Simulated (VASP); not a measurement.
Input of a VASP 6.6.1 run:

File INCAR:

```
SYSTEM = PbS
PREC = Accurate ; ENCUT = 520
EDIFF = 1E-8 ; ISMEAR = 0
SIGMA = 0.01 ; LREAL = .False.
LASPH = .True. ; NELM = 100
ALGO = Normal ; ISIF = 2
LWAVE = .False. ; LCHARG = .False.
METAGGA = R2SCAN ; LMIXTAU = .True.
LCALCEPS = .True.
```

Contents of KPOINTS:

```
Automatic mesh
0
Gamma
  6 6 6
  0 0 0
```

Contents of POSCAR:

```
PbS
1.0
   -0.0409198569      2.9761851461      2.9761851461
    2.9761851461     -0.0409198569      2.9761851461
    2.9761851461      2.9761851461     -0.0409198569
Pb S
1 1
Direct
    0.0000000000      0.0000000000      0.0000000000
    0.5000000000      0.5000000000      0.5000000000
```

Potentials or basis: VASP PAW PBE potentials, release 64 (Pb_d, S).

The run is started by

```sh
$ cat potpaw_PBE.64/Pb_d/POTCAR potpaw_PBE.64/S/POTCAR > POTCAR
$ mpirun -np 1 vasp_std > vasp.out
```

(1) What does it give for the electronic dielectric tensor (diagonal)?

(2) Estimate the Born charges (mean of the diagonal).

(3) What does it give for the band gap on the k mesh?

Results:

(1) 13.65.

(2) Pb +4.34; S -4.34 e.

(3) 0.60 eV (least direct gap 0.71 eV).

Caveat: the cell differs from its parent crystal (epitaxial 111 strain +1.0%); the gap is small at this level, which inflates the dielectric constant; spin-orbit coupling is left out, which moves the levels of the heavy elements.
